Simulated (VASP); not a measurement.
# CaBe2O3 (P-6m2) in VASP: further runs

Runs on CaBe2O3. Level: PBE. Tasks: single point, relaxation of cell and atoms.

All numbers are computed with VASP 6.6.1; they aren't measurements. Logs are shortened: lines on timing, memory, paths and dates and some standing lists are left out, and cuts for length are marked.

### Step 1. The cell of the first run

The structure is hexagonal, space group P-6m2 (No. 187). Conventional cell: a = 3.364 Å, b = 3.364 Å, c = 6.617 Å, α = 90.00°, β = 90.00°, γ = 120.00°. Ca (site symmetry -6m2) has 3 O at 1.94 Å and 6 Be at 2.52 Å within 2.6 Å. Be (site symmetry 3m) has 3 Ca at 2.52 Å and 9 O at 2.52 to 2.58 Å and 1 Be at 3.21 Å within 3.3 Å. Within 2.6 Å of O (site symmetry -6m2) lie 3 O at 1.94 Å and 6 Be at 2.58 Å. O (site symmetry -6m2) has 3 Ca at 1.94 Å and 6 Be at 2.52 Å within 2.6 Å. O (site symmetry -6m2) has 3 O at 1.94 Å and 6 Be at 2.58 Å within 2.6 Å.

### Step 2. Single point, PBE

Contents of INCAR:

```
SYSTEM = CaBe2O3
PREC = Accurate
ENCUT = 520
EDIFF = 1E-7
ISMEAR = 0
SIGMA = 0.1
LREAL = .FALSE.
LASPH = .TRUE.
NELM = 80
ALGO = Normal
ISIF = 2
LWAVE = .FALSE.
LCHARG = .FALSE.
GGA = PE
NBANDS = 25
```

Contents of KPOINTS:

```
regular mesh
0
G
  6 6 4
  0 0 0
```

Contents of POSCAR:

```
CaBe2O3
1.0
    3.3637879100      0.0000000000      0.0000000000
   -1.6818939500      2.9131257800      0.0000000000
    0.0000000000      0.0000000000      6.6167101100
Ca Be O
1 2 3
Direct
    0.6666666700      0.3333333300      0.0000000000
    0.3333333300      0.6666666700      0.2428220100
    0.3333333300      0.6666666700      0.7571779900
    0.6666666700      0.3333333300      0.5000000000
    0.0000000000      0.0000000000      0.0000000000
    0.0000000000      0.0000000000      0.5000000000
```

Potentials or basis: VASP PAW PBE potentials, release 64 (Ca_sv, Be, O).

Command:

```
> cat potpaw_PBE.64/Ca_sv/POTCAR potpaw_PBE.64/Be/POTCAR potpaw_PBE.64/O/POTCAR > POTCAR
> mpirun -np 1 vasp_std > vasp.out
```

OUTCAR:

```text
SYSTEM = CaBe2O3
   PREC = Accurate
   ENCUT = 520
   EDIFF = 1E-7
   ISMEAR = 0
   LREAL = .FALSE.
   LASPH = .TRUE.
   NELM = 80
   ISIF = 2
   GGA = PE

 ion  position               nearest neighbor table
   1  0.667  0.333  0.000-   5 1.94   5 1.94   5 1.94   3 2.52   2 2.52   3 2.52   2 2.52   2 2.52
                             3 2.52
   2  0.333  0.667  0.243-   1 2.52   1 2.52   1 2.52
   3  0.333  0.667  0.757-   1 2.52   1 2.52   1 2.52
   4  0.667  0.333  0.500-   6 1.94   6 1.94   6 1.94
   5  0.000  0.000  0.000-   1 1.94   1 1.94   1 1.94
   6  0.000  0.000  0.500-   4 1.94   4 1.94   4 1.94

  LATTYP: Found a hexagonal cell.
 ALAT       =     3.3637879100
 C/A-ratio  =     1.9670414090

  Lattice vectors:

 A1 = (   3.3637879100,   0.0000000000,   0.0000000000)
 A2 = (  -1.6818939500,   2.9131257800,   0.0000000000)
 A3 = (   0.0000000000,   0.0000000000,   6.6167101100)

Analysis of symmetry for initial positions (statically):
=====================================================================
 Subroutine PRICEL returns:
 Original cell was already a primitive cell.

 Routine SETGRP: Setting up the symmetry group for a
 hexagonal supercell.

 Subroutine GETGRP returns: Found 12 space group operations
 (whereof 12 operations were pure point group operations)
 out of a pool of 24 trial point group operations.

The static configuration has the point symmetry D_3h.

Analysis of symmetry for dynamics (positions and initial velocities):
=====================================================================
 Subroutine PRICEL returns:
 Original cell was already a primitive cell.

 Routine SETGRP: Setting up the symmetry group for a
 hexagonal supercell.

 Subroutine GETGRP returns: Found 12 space group operations
 (whereof 12 operations were pure point group operations)
 out of a pool of 24 trial point group operations.

The dynamic configuration has the point symmetry D_3h.

 Subroutine INISYM returns: Found 12 space group operations
 (whereof 12 operations are pure point group operations),
 and found     1 'primitive' translations

----------------------------------------------------------------------------------------

                                     Primitive cell

  volume of cell :      64.8381

  direct lattice vectors                    reciprocal lattice vectors
     3.363787910  0.000000000  0.000000000     0.297283903  0.171636941  0.000000000
    -1.681893950  2.913125780  0.000000000     0.000000000  0.343273884  0.000000000
     0.000000000  0.000000000  6.616710110     0.000000000  0.000000000  0.151132509

  length of vectors
     3.363787910  3.363787905  6.616710110     0.343273883  0.343273884  0.151132509

  position of ions in fractional coordinates (direct lattice)
     0.666666670  0.333333330  0.000000000
     0.333333330  0.666666670  0.242822010
     0.333333330  0.666666670  0.757177990
     0.666666670  0.333333330  0.500000000
     0.000000000  0.000000000  0.000000000
     0.000000000  0.000000000  0.500000000

  ion indices of the primitive-cell ions
   primitive index   ion index
                 1           1
                 2           2
                 3           3
                 4           4
                 5           5
                 6           6

----------------------------------------------------------------------------------------

 KPOINTS: regular mesh

Automatic generation of k-mesh.
 Grid dimensions read from file:
 generate k-points for:    6    6    4

 Generating k-lattice:

  Cartesian coordinates                     Fractional coordinates (reciprocal lattice)
     0.049547317  0.028606157  0.000000000     0.166666667  0.000000000  0.000000000
     0.000000000  0.057212314  0.000000000     0.000000000  0.166666667  0.000000000
     0.000000000  0.000000000  0.037783127     0.000000000  0.000000000  0.250000000

  Length of vectors
     0.057212314  0.057212314  0.037783127

  Shift w.r.t. Gamma in fractional coordinates (k-lattice)
     0.000000000  0.000000000  0.000000000

 Subroutine IBZKPT returns following result:
 ===========================================

 Found     21 irreducible k-points:

 Following reciprocal coordinates:
            Coordinates               Weight
  0.000000  0.000000  0.000000      1.000000
  0.166667  0.000000  0.000000      6.000000
  0.333333  0.000000  0.000000      6.000000
  0.500000  0.000000  0.000000      3.000000
  0.166667  0.166667  0.000000      6.000000
  0.333333  0.166667  0.000000     12.000000
[... 13 lines left out ...]
  0.333333  0.166667  0.500000     12.000000
  0.333333  0.333333  0.500000      2.000000
   k-points           NKPTS =     21   k-points in BZ     NKDIM =     21   number of bands    NBANDS=     25
   number of dos      NEDOS =    301   number of ions     NIONS =      6
   total plane-waves  NPLWV =  39200
   dimension x,y,z NGX =    28 NGY =   28 NGZ =   50
   dimension x,y,z NGXF=    56 NGYF=   56 NGZF=  100
   ions per type =               1   2   3
   NGX,Y,Z   is equivalent  to a cutoff of  13.84, 13.84, 12.56 a.u.
   NGXF,Y,Z  is equivalent  to a cutoff of  27.68, 27.68, 25.13 a.u.
 SYSTEM =  CaBe2O3
   PREC   = accura    normal or accurate (medium, high low for compatibility)
   ISTART =      0    job   : 0-new  1-cont  2-samecut
   ICHARG =      2    charge: 1-file 2-atom 10-const
   ISPIN  =      1    spin polarized calculation?
   LNONCOLLINEAR =      F non collinear calculations
   LSORBIT =      F    spin-orbit coupling
   LASPH  =      T    aspherical Exc in radial PAW
   ENCUT  =  520.0 eV  38.22 Ry    6.18 a.u.   6.25  6.25 12.30*2*pi/ulx,y,z
   NELM   =     80;   NELMIN=  2; NELMDL= -5     # of ELM steps
   EDIFF  = 0.1E-06   stopping-criterion for ELM
   LREAL  =      F    real-space projection
   EDIFFG = 0.1E-05   stopping-criterion for IOM
   NSW    =      0    number of steps for IOM
   IBRION =     -1    ionic relax: 0-MD 1-quasi-New 2-CG
   NFREE  =      0    steps in history (QN), initial steepest desc. (CG)
   ISIF   =      2    stress and relaxation
   ISYM   =      2    0-nonsym 1-usesym 2-fastsym
   POTIM  = 0.5000    time-step for ionic-motion
   TEBEG  =    0.0;   TEEND  =   0.0 temperature during run
   PSTRESS=    0.0 pullay stress
   NELECT =      32.0000    total number of electrons
   NUPDOWN=      -1.0000    fix difference up-down
   EMIN   =  10.00;   EMAX   =-10.00  energy-range for DOS
   EFERMI =   0.00;   METHOD = LEGACY
   ISMEAR =     0;   SIGMA  =   0.10  broadening in eV -4-tet -1-fermi 0-gaus
   EFERMI_NEDOS =   21; number of points for ismear=-14 and -15
   IALGO  =     38    algorithm
   IMIX   =      4    mixing-type and parameters
     AMIX     =   0.40;   BMIX     =  1.00
     AMIX_MAG =   1.60;   BMIX_MAG =  1.00
  volume/ion in A,a.u.               =      10.81        72.92
  Fermi-wavevector in a.u.,A,eV,Ry     =   1.293743  2.444821 22.773053  1.673772
  Thomas-Fermi vector in A             =   2.425370
   LORBIT       =      0    0 simple, 1 ext, 2 COOP (PROOUT), +10 PAW based schemes
   GGA     = PE    functional components
   LHFCALC =     F    Hartree Fock is set to
   AEXX    =    0.0000 exact exchange contribution
   IVDW    =     0    specifies the selected vdW correction
   LEPSILON=     F    determine dielectric tensor
   LRPA    =     F    only Hartree local field effects (RPA)
 non-spin polarized calculation
 Gauss-broadening in eV      SIGMA  =   0.10
  energy-cutoff  :      520.00
  volume of cell :       64.84
 maximum number of plane-waves:      1765
 NGX is ok and might be reduce to    28
   NGX = 13   NGY = 13   NGZ = 25

 number of electron      31.9999987 magnetization

 Free energy of the ion-electron system (eV)
  ---------------------------------------------------
  ext. energy  EPLUGINS =         0.00000000
  ---------------------------------------------------
  free energy    TOTEN  =       -19.00197081 eV

  energy without entropy =      -18.97216566  energy(sigma->0) =      -18.98706824

 E-fermi :   4.5289     XC(G=0): -10.5193

 val. band max:        4.5211402761   @ k =   0.3333   0.0000   0.2500
 cond. band min:       4.5468033648   @ k =   0.0000   0.0000   0.5000
 fundamental gap:      0.0256630887
 Fermi energy:         4.5289415563

 k-point     1 :       0.0000    0.0000    0.0000
  band No.  band energies     occupation
      1     -34.2503      2.00000
      2     -15.8347      2.00000
      3     -15.6653      2.00000
      4     -15.3591      2.00000
      5     -15.3591      2.00000
      6     -14.5699      2.00000
[... 17 lines left out ...]
     24      10.6650      0.00000
     25      11.4398      0.00000

 k-point     2 :       0.1667    0.0000    0.0000
  band No.  band energies     occupation
      1     -34.2099      2.00000
      2     -16.6572      2.00000
      3     -15.6184      2.00000
      4     -15.5697      2.00000
      5     -15.4379      2.00000
      6     -13.2324      2.00000
[... 17 lines left out ...]
     24      11.0239      0.00000
     25      11.1343      0.00000

 k-point     3 :       0.3333    0.0000    0.0000
  band No.  band energies     occupation
      1     -34.1276      2.00000
      2     -17.8050      2.00000
      3     -15.5897      2.00000
      4     -15.5227      2.00000
      5     -14.8678      2.00000
      6     -12.0548      2.00000
[... 17 lines left out ...]
     24      10.0900      0.00000
     25      11.8169      0.00000

 k-point     4 :       0.5000    0.0000    0.0000
  band No.  band energies     occupation
      1     -34.0856      2.00000
      2     -18.2238      2.00000
      3     -15.6630      2.00000
      4     -15.4738      2.00000
      5     -14.2495      2.00000
      6     -12.5486      2.00000
[... 17 lines left out ...]
     24       9.6068      0.00000
     25      11.7579      0.00000

 k-point     5 :       0.1667    0.1667    0.0000
  band No.  band energies     occupation
      1     -34.1484      2.00000
      2     -17.5324      2.00000
      3     -15.6348      2.00000
      4     -15.5469      2.00000
      5     -15.0819      2.00000
      6     -12.2287      2.00000
[... 17 lines left out ...]
     24      10.2871      0.00000
     25      12.0236      0.00000

 k-point     6 :       0.3333    0.1667    0.0000
  band No.  band energies     occupation
      1     -34.0858      2.00000
      2     -18.1410      2.00000
      3     -15.8630      2.00000
      4     -15.4741      2.00000
      5     -14.2724      2.00000
      6     -12.5036      2.00000
[... 17 lines left out ...]
     24       9.4532      0.00000
     25      12.6587      0.00000
[... 309 lines left out ...]
 k-point    18 :       0.5000    0.0000    0.5000
  band No.  band energies     occupation
      1     -34.0856      2.00000
      2     -18.2233      2.00000
      3     -15.6629      2.00000
      4     -15.4855      2.00000
      5     -14.2355      2.00000
      6     -12.5471      2.00000
[... 17 lines left out ...]
     24       9.2820      0.00000
     25      12.4546      0.00000

 k-point    19 :       0.1667    0.1667    0.5000
  band No.  band energies     occupation
      1     -34.1484      2.00000
      2     -17.5316      2.00000
      3     -15.6347      2.00000
      4     -15.5863      2.00000
      5     -15.0381      2.00000
      6     -12.2301      2.00000
[... 17 lines left out ...]
     24       9.8809      0.00000
     25      12.2102      0.00000

 k-point    20 :       0.3333    0.1667    0.5000
  band No.  band energies     occupation
      1     -34.0858      2.00000
      2     -18.1405      2.00000
      3     -15.8630      2.00000
      4     -15.4859      2.00000
      5     -14.2584      2.00000
      6     -12.5017      2.00000
[... 17 lines left out ...]
     24       9.3162      0.00000
     25      12.8540      0.00000

 k-point    21 :       0.3333    0.3333    0.5000
  band No.  band energies     occupation
      1     -34.0647      2.00000
      2     -18.2427      2.00000
      3     -16.0961      2.00000
      4     -15.4572      2.00000
      5     -13.4760      2.00000
      6     -13.3602      2.00000
[... 17 lines left out ...]
     24       8.9100      0.00000
     25      13.3230      0.00000

------------------------ aborting loop because EDIFF is reached ----------------------------------------

  FORCE on cell =-STRESS in cart. coord.  units (eV):
  Direction    XX          YY          ZZ          XY          YZ          ZX
  --------------------------------------------------------------------------------------
  -------------------------------------------------------------------------------------
  Total       17.8163736     17.8163735     -0.4062941      0.0000000      0.0000000      0.0000000
  in kB      440.2505861    440.2505852    -10.0397100      0.0000008      0.0000000      0.0000000
  external PRESSURE =     290.1538204 kB  Pullay stress =       0.0000000 kB

 VOLUME and BASIS-vectors are now :
 -----------------------------------------------------------------------------
  energy-cutoff  :      520.00
  volume of cell :       64.84
      direct lattice vectors                 reciprocal lattice vectors
     3.363787910  0.000000000  0.000000000     0.297283903  0.171636941  0.000000000
    -1.681893950  2.913125780  0.000000000     0.000000000  0.343273884  0.000000000
     0.000000000  0.000000000  6.616710110     0.000000000  0.000000000  0.151132509

 POSITION                                       TOTAL-FORCE (eV/Angst)
 -----------------------------------------------------------------------------------
      1.68189      0.97104      0.00000         0.000000      0.000000      0.000000
     -0.00000      1.94208      1.60668        -0.000000      0.000000      4.491495
     -0.00000      1.94208      5.01003        -0.000000      0.000000     -4.491495
      1.68189      0.97104      3.30836         0.000000     -0.000000      0.000000
      0.00000      0.00000      0.00000        -0.000000      0.000000      0.000000
      0.00000      0.00000      3.30836        -0.000000      0.000000      0.000000
 -----------------------------------------------------------------------------------
    total drift:                               -0.000032      0.000019     -0.000000

  FREE ENERGIE OF THE ION-ELECTRON SYSTEM (eV)
  ---------------------------------------------------
  free  energy   TOTEN  =       -19.0019708147 eV

  energy  without entropy=      -18.9721656650  energy(sigma->0) =      -18.98706824
```

Wall time 43 s (1 thread of Intel Xeon Platinum 8259CL at 2.50GHz (Skylake/Cascade Lake), shared host); peak memory 0.2 GiB.

What came out:

```
Free energy            : -19.0020 eV
Pressure               : 29.0 GPa
Largest force          : 4.491 eV/Å
Band gap on the k mesh : zero (band 16 reaches 4.80 eV, above the bottom of band 17 at 4.11 eV)
```

Forces on the atoms (eV/Å):
```
Ca   0.000  0.000  0.000
Be   0.000  0.000  4.491
Be   0.000  0.000 -4.491
O    0.000  0.000  0.000
O    0.000  0.000  0.000
O    0.000  0.000  0.000
```

Stress tensor (GPa, compression positive):
```
44.03  0.00  0.00
 0.00 44.03  0.00
 0.00  0.00 -1.00
```

Caveat: forces of over 1 eV/Å act on the atoms, so gaps and moduli don't describe the material at rest.

[end of part 1 of 3]
